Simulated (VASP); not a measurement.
Wanted: the native input for a VASP 6.6.1 run.

| Quantity | Value |
| --- | --- |
| Task | single point |
| Functional | PBEsol |
| Potentials or basis | VASP PAW PBE potentials, release 64 (C) |
| Cutoff | 520 eV |
| k mesh | 9 × 9 × 6 |
| Occupations | gaussian, width 0.02 eV |
| Spin | no spin polarisation |
| Dipole correction | no |
| Further INCAR settings | ALGO = Normal; EDIFF = 1e-06; NBANDS = 16 |

The structure of C lies in POSCAR:

```
C
1.0
    2.4530819151      0.0000000000      0.0000000000
   -1.2265409576      2.1244312560      0.0000000000
    0.0000000000      0.0000000000      4.1189829197
C
4
Direct
    0.3333333333      0.6666666667      0.0000930560
    0.6666666667      0.3333333333      0.5000930560
    0.3333333333      0.6666666667      0.3739069440
    0.6666666667      0.3333333333      0.8739069440
```

This cell differs from its parent crystal: strained cell.

These files were run (other wordings do the same):

INCAR

```
PREC = Accurate ; ENCUT = 520
EDIFF = 1E-6 ; ISMEAR = 0
SIGMA = 0.02 ; LREAL = F
LASPH = T ; NELM = 60
ALGO = Normal ; ISIF = 2
LWAVE = F ; LCHARG = F
GGA = PS ; NBANDS = 16
```

KPOINTS

```
regular mesh
0
Gamma
  9 9 6
```

Potentials or basis: VASP PAW PBE potentials, release 64 (C).

Command:

```bash
$ cat potpaw_PBE.64/C/POTCAR > POTCAR
$ mpirun -np 1 vasp_std > vasp.out
```

It gave:

* Pressure: 24.4 GPa
* Largest force: 0.009 eV/Å
* Band gap on the k mesh: 2.81 eV, indirect (least direct gap 5.07 eV)

Caveat: the cell differs from its parent crystal (strained cell); the PAW data sets were made with another functional, which shifts forces and pressure a little.

Run time: 6.2 s on 1 thread of AMD EPYC 9R45 96-Core Processor (Zen 5) (shared host), peak memory 0.1 GiB.
